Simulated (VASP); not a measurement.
# HfSi3O2 (P-3m1) in VASP: further runs, part 2 of 2

VASP 6.6.1. The steps go on from the part before.

## Step 3: Relaxation of cell and atoms, PBE

This run uses another cell than the first one, of 13.20 Å³/atom, 0.914 times its volume.

INCAR reads:

```
ALGO = Normal
EDIFF = 1E-7
EDIFFG = -0.08
ENCUT = 600
GGA = PE
IBRION = 2
ISIF = 3
ISMEAR = 0
LASPH = T
LCHARG = F
LREAL = F
LWAVE = F
NELM = 60
NSW = 36
PREC = Accurate
SIGMA = 0.2
```

KPOINTS reads:

```
k-points
0
Gamma
  6 6 2
```

POSCAR reads:

```
HfSi3O2
1.0
    3.2500000000      0.0000000000      0.0000000000
   -1.6250000000      2.8145825600      0.0000000000
    0.0000000000      0.0000000000      8.6600000000
Hf Si O
1 3 2
Direct
    0.0000000000      0.0000000000      0.0000000000
    0.3333333300      0.6666666700      0.3100000000
    0.6666666700      0.3333333300      0.6900000000
    0.0000000000      0.0000000000      0.5000000000
    0.3333333300      0.6666666700      0.1120000000
    0.6666666700      0.3333333300      0.8880000000
```

Potentials or basis: VASP PAW PBE potentials, release 64 (Hf_pv, Si, O).

On the command line:

```sh
$ cat potpaw_PBE.64/Hf_pv/POTCAR potpaw_PBE.64/Si/POTCAR potpaw_PBE.64/O/POTCAR > POTCAR
$ mpirun -np 1 vasp_std > vasp.out
```

OUTCAR:

```text
EDIFF = 1E-7
   EDIFFG = -0.08
   ENCUT = 600
   GGA = PE
   IBRION = 2
   ISIF = 3
   ISMEAR = 0
   LASPH = T
   LREAL = F
   NELM = 60
   NSW = 36
   PREC = Accurate

 ion  position               nearest neighbor table
   1  0.000  0.000  0.000-   5 2.11   6 2.11   5 2.11   6 2.11   6 2.11   5 2.11   2 3.28   3 3.28
                             2 3.28   3 3.28   2 3.28   3 3.28
   2  0.333  0.667  0.310-   5 1.71   4 2.50   4 2.50   4 2.50   1 3.28   1 3.28   1 3.28
   3  0.667  0.333  0.690-   6 1.71   4 2.50   4 2.50   4 2.50   1 3.28   1 3.28   1 3.28
   4  0.000  0.000  0.500-   2 2.50   3 2.50   2 2.50   3 2.50   3 2.50   2 2.50
   5  0.333  0.667  0.112-   2 1.71   1 2.11   1 2.11   1 2.11
   6  0.667  0.333  0.888-   3 1.71   1 2.11   1 2.11   1 2.11

  LATTYP: Found a hexagonal cell.
 ALAT       =     3.2500000000
 C/A-ratio  =     2.6646153846

  Lattice vectors:

 A1 = (   3.2500000000,   0.0000000000,   0.0000000000)
 A2 = (  -1.6250000000,   2.8145825600,   0.0000000000)
 A3 = (   0.0000000000,   0.0000000000,   8.6600000000)

Analysis of symmetry for initial positions (statically):
=====================================================================
 Subroutine PRICEL returns:
 Original cell was already a primitive cell.

 Routine SETGRP: Setting up the symmetry group for a
 hexagonal supercell.

 Subroutine GETGRP returns: Found 12 space group operations
 (whereof 12 operations were pure point group operations)
 out of a pool of 24 trial point group operations.

The static configuration has the point symmetry D_3d.

Analysis of symmetry for dynamics (positions and initial velocities):
=====================================================================
 Subroutine PRICEL returns:
 Original cell was already a primitive cell.

 Routine SETGRP: Setting up the symmetry group for a
 hexagonal supercell.

 Subroutine GETGRP returns: Found 12 space group operations
 (whereof 12 operations were pure point group operations)
 out of a pool of 24 trial point group operations.

The dynamic configuration has the point symmetry D_3d.

 Subroutine INISYM returns: Found 12 space group operations
[... 135 lines left out ...]

 number of electron      34.0000000 magnetization

 Free energy of the ion-electron system (eV)
  ---------------------------------------------------
  ext. energy  EPLUGINS =         0.00000000
  ---------------------------------------------------
  free energy    TOTEN  =       -41.40991878 eV

  energy without entropy =      -41.35365278  energy(sigma->0) =      -41.38178578

------------------------ aborting loop because EDIFF is reached ----------------------------------------

  FORCE on cell =-STRESS in cart. coord.  units (eV):
  Direction    XX          YY          ZZ          XY          YZ          ZX
  --------------------------------------------------------------------------------------
  -------------------------------------------------------------------------------------
  Total        7.0257179      7.0257179      9.4146458     -0.0000000      0.0000000      0.0000000
  in kB      142.0973720    142.0973718    190.4141949     -0.0000000      0.0000000      0.0000000
  external PRESSURE =     158.2029796 kB  Pullay stress =       0.0000000 kB
[... 101 lines left out ...]
  FREE ENERGIE OF THE ION-ELECTRON SYSTEM (eV)
  ---------------------------------------------------
  free  energy   TOTEN  =       -42.0669414355 eV

  energy  without entropy=      -42.0184727098  energy(sigma->0) =      -42.04270707

 E-fermi :   5.7845     XC(G=0): -10.0562

 val. band max:        5.7065337002   @ k =   0.3333   0.1667   0.5000
 cond. band min:       5.7976261200   @ k =   0.3333   0.0000   0.5000
 fundamental gap:      0.0910924198
 Fermi energy:         5.7844834390

 k-point     1 :       0.0000    0.0000    0.0000
  band No.  band energies     occupation
      1     -26.4398      2.00000
      2     -25.8401      2.00000
      3     -25.8401      2.00000
      4     -15.2502      2.00000
      5     -13.0066      2.00000
      6      -7.8114      2.00000
[... 325 lines left out ...]
     20       7.6575      0.00000
     21       7.8732      0.00000

[... ionic steps 4 to 25 ...]

--------------------------------------- Ionic step       26  -------------------------------------------

 number of electron      34.0000014 magnetization

------------------------ aborting loop because EDIFF is reached ----------------------------------------
[... 75 lines left out ...]
--------------------------------------- Ionic step       28  -------------------------------------------

 number of electron      34.0000011 magnetization

 Free energy of the ion-electron system (eV)
  ---------------------------------------------------
  ext. energy  EPLUGINS =         0.00000000
  ---------------------------------------------------
  free energy    TOTEN  =       -43.29288545 eV

  energy without entropy =      -43.23383172  energy(sigma->0) =      -43.26335858

 E-fermi :   4.9246     XC(G=0):  -9.6663

 val. band max:        4.8877062815   @ k =   0.5000   0.0000   0.0000
 cond. band min:       4.9553605315   @ k =   0.3333   0.0000   0.0000
 fundamental gap:      0.0676542500
 Fermi energy:         4.9246031859

 k-point     1 :       0.0000    0.0000    0.0000
  band No.  band energies     occupation
      1     -27.3962      2.00000
      2     -26.8940      2.00000
      3     -26.8940      2.00000
      4     -15.6534      2.00000
      5     -13.6990      2.00000
      6      -7.7238      2.00000
[... 358 lines left out ...]
  FREE ENERGIE OF THE ION-ELECTRON SYSTEM (eV)
  ---------------------------------------------------
  free  energy   TOTEN  =       -43.2928854493 eV

  energy  without entropy=      -43.2338317178  energy(sigma->0) =      -43.26335858

 reached required accuracy - stopping structural energy minimisation
```

Wall time 6.1 min (1 thread of Intel Xeon 6975P-C (Granite Rapids), shared host); peak memory 0.25 GiB.

Results:

```
Free energy                            : -43.2929 eV
Relaxed volume                         : 17.44 Å³/atom
Relaxed cell                           : a = 3.207 Å, b = 3.207 Å, c = 11.748 Å, α = 90.00°, β = 90.00°, γ = 120.00°
Space group after relaxing (to 0.05 Å) : P-3m1 (No. 164)
Energy gained by relaxing              : 313.8 meV/atom
Ionic steps                            : 28
Pressure after relaxing                : -0.3 GPa
Largest force after relaxing           : 0.073 eV/Å
Band gap on the k mesh                 : zero (band 17 reaches 6.82 eV, above the bottom of band 18 at 4.79 eV)
```

Forces on the atoms (eV/Å):
```
Hf   0.000  0.000  0.000
Si   0.000  0.000 -0.073
Si   0.000  0.000  0.073
Si   0.000  0.000  0.000
O    0.000  0.000  0.068
O    0.000  0.000 -0.068
```

The path:
```
step  energy change (eV)  largest force (eV/Å)  pressure (GPa)  volume (Å³)
   1              0.0000                2.5881           15.82        79.22
   2             -0.5627                0.9398           -7.96        95.11
   3             -0.6570                1.0665           -2.68        89.77
   4             -0.7863                0.5682            0.61        88.14
   5             -0.8169                0.3169            3.58        86.97
   6             -0.9314                0.5771            1.57        89.71
   7             -1.1822                0.5321           -2.39        98.28
   8             -1.1838                0.4491           -2.92       100.15
   9             -1.2163                0.2903           -2.45       101.05
  10             -1.2513                0.4827           -0.96       103.29
  11             -1.3030                0.5510           -0.57       102.99
  12             -1.4372                0.4043            0.99       102.04
  13             -1.5300                0.5146            4.81        99.94
  14             -1.4674                1.0977           13.70        95.03
  15             -1.6086                1.0125            7.55        98.28
  16             -1.5926                0.8106           10.45        96.70
  17             -1.6155                0.8719            9.22        97.36
  18             -1.6573                0.7034            8.49        97.79
  19             -1.7383                0.5395            6.35        99.05
  20             -1.8095                0.5306            2.25       101.42
  21             -1.8247                0.4983            1.85       101.82
  22             -1.8572                0.4040            0.66       103.01
  23             -1.8632                0.2246           -1.57       105.38
  24             -1.8700                0.3007           -0.65       104.38
  25             -1.8743                0.1638           -0.17       104.14
  26             -1.8764                0.1474            0.47       103.82
  27             -1.8788                0.1219            0.31       104.03
  28             -1.8830                0.0734           -0.25       104.65
```

Final structure:
```
Hf Si O
1.0
     3.20716    0.00000    0.00000
    -1.60358    2.77748    0.00000
     0.00000    0.00000   11.74804
Hf Si O
1 3 2
Direct
  0.00000 0.00000 0.00000
  0.33333 0.66667 0.35481
  0.66667 0.33333 0.64519
  0.00000 0.00000 0.50000
  0.33333 0.66667 0.08240
  0.66667 0.33333 0.91760
```

Levels at points of the mesh, in eV from the Fermi level:
```csv
k point,band 15,band 16,band 17,band 18,band 19,band 20
"(0.00, 0.00, 0.00)",-1.38,1.90,1.90,2.37,3.18,3.18
"(0.50, 0.00, 0.00)",-3.93,-1.22,-0.44,-0.04,1.42,1.92
"(0.00, 0.00, 0.50)",-1.65,1.90,1.90,2.70,3.18,3.18
"(0.50, 0.00, 0.50)",-3.83,-1.29,-0.46,-0.04,1.55,1.83
```

Caveat: the k points lie up to 0.38 Å⁻¹ apart in the final cell; the volume moved by over 15 % at a fixed basis, so the end points are rough; spin-orbit coupling is left out, which moves the levels of the heavy elements; the relaxation stopped at a loose force limit of 0.08 eV/Å, so its end isn't a converged minimum.

## Step 4: Single point, PBE

This run uses another cell than the first one, of 14.61 Å³/atom, 1.011 times its volume.

INCAR reads:

```
ALGO = Normal ; EDIFF = 1E-7
ENCUT = 520 ; GGA = PE
ISIF = 2 ; ISMEAR = 0
LASPH = T ; LCHARG = F
LREAL = F ; LWAVE = F
NBANDS = 26 ; NELM = 80
PREC = Accurate ; SIGMA = 0.1
```

KPOINTS reads:

```
k-points
0
Gamma
  12 12 6
```

POSCAR reads:

```
HfSi3O2
1.0
    3.7021458749      0.0000000000      0.0000000000
   -1.8510729374      3.2061523762      0.0000000000
    0.0000000000      0.0000000000      7.3856032645
Hf Si O
1 3 2
Direct
    0.0000000000      0.0000000000      0.0000000000
    0.3333333333      0.6666666667      0.3338517778
    0.6666666667      0.3333333333      0.6661482222
    0.0000000000      0.0000000000      0.5000000000
    0.3333333333      0.6666666667      0.0901692768
    0.6666666667      0.3333333333      0.9098307232
```

On the command line:

```sh
$ cat potpaw_PBE.64/Hf_pv/POTCAR potpaw_PBE.64/Si/POTCAR potpaw_PBE.64/O/POTCAR > POTCAR
$ mpirun -np 1 vasp_std > vasp.out
```

Run time: 1.7 min. Hardware: 1 thread of Intel Xeon 6975P-C (Granite Rapids), shared host; peak memory 0.34 GiB.

The run converged. Its results:

```yaml
Free_energy: -42.6293 eV
Pressure: -0.9 GPa
Largest_force: 0.085 eV/Å
Band_gap_on_the_k_mesh: zero (band 17 reaches 8.11 eV, above the bottom of band 18 at 6.94 eV)
```

Forces in eV/Å, atoms in the order of the input:
```
Hf   0.000  0.000  0.000
Si   0.000  0.000  0.008
Si   0.000  0.000 -0.008
Si   0.000  0.000  0.000
O    0.000  0.000 -0.085
O    0.000  0.000  0.085
```

Stress tensor (GPa, compression positive):
```
-1.25  0.00  0.00
 0.00 -1.25  0.00
 0.00  0.00 -0.34
```

Levels at points of the mesh, in eV from the Fermi level:
| k point | band 14 | band 15 | band 16 | band 17 | band 18 | band 19 | band 20 | band 21 |
| --- | --- | --- | --- | --- | --- | --- | --- | --- |
| (0.00, 0.00, 0.00) | -1.84 | -0.67 | -0.67 | 0.13 | 0.13 | 0.85 | 0.85 | 1.91 |
| (0.50, 0.00, 0.00) | -3.79 | -3.66 | -2.97 | -0.62 | -0.41 | 0.43 | 1.36 | 2.28 |
| (0.00, 0.00, 0.50) | -0.92 | -0.92 | 0.22 | 0.39 | 0.61 | 0.61 | 0.84 | 0.84 |
| (0.50, 0.00, 0.50) | -4.03 | -3.24 | -2.95 | -0.07 | 0.35 | 1.09 | 1.13 | 1.24 |

Caveat: spin-orbit coupling is left out, which moves the levels of the heavy elements.

## Step 5: The runs side by side

| task | cell | k mesh | cutoff (eV) | smearing | gap on the mesh (eV) | pressure (GPa) | largest force (eV/Å) |
| --- | --- | --- | --- | --- | --- | --- | --- |
| single point | a = 3.756, b = 3.756, c = 7.094 Å, angles 90.0, 90.0, 120.0°, 6 atoms | 6 × 6 × 2 | 520 | gaussian 0.2 eV | none | -0.9 | 0.07 |
| relaxation of cell and atoms | relaxed from a = 3.250, b = 3.250, c = 8.660 Å, angles 90.0, 90.0, 120.0°, 6 atoms | 6 × 6 × 2 | 600 | gaussian 0.2 eV | none | -0.3 | 0.07 |
| single point | a = 3.702, b = 3.702, c = 7.386 Å, angles 90.0, 90.0, 120.0°, 6 atoms | 12 × 12 × 6 | 520 | gaussian 0.1 eV | none | -0.9 | 0.08 |

Alike in all rows: level PBE; potentials or basis VASP PAW PBE potentials, release 64 (Hf_pv, Si, O); no spin polarisation.

Caveats: some runs use coarse meshes; spin-orbit coupling is left out, which moves the levels of the heavy elements; the volume moved by over 15 % at a fixed basis, so the end points are rough (some runs); the relaxation stopped at a loose force limit of 0.08 eV/Å, so its end isn't a converged minimum (some runs).

Absolute energies hang on the potentials; compare differences alone.
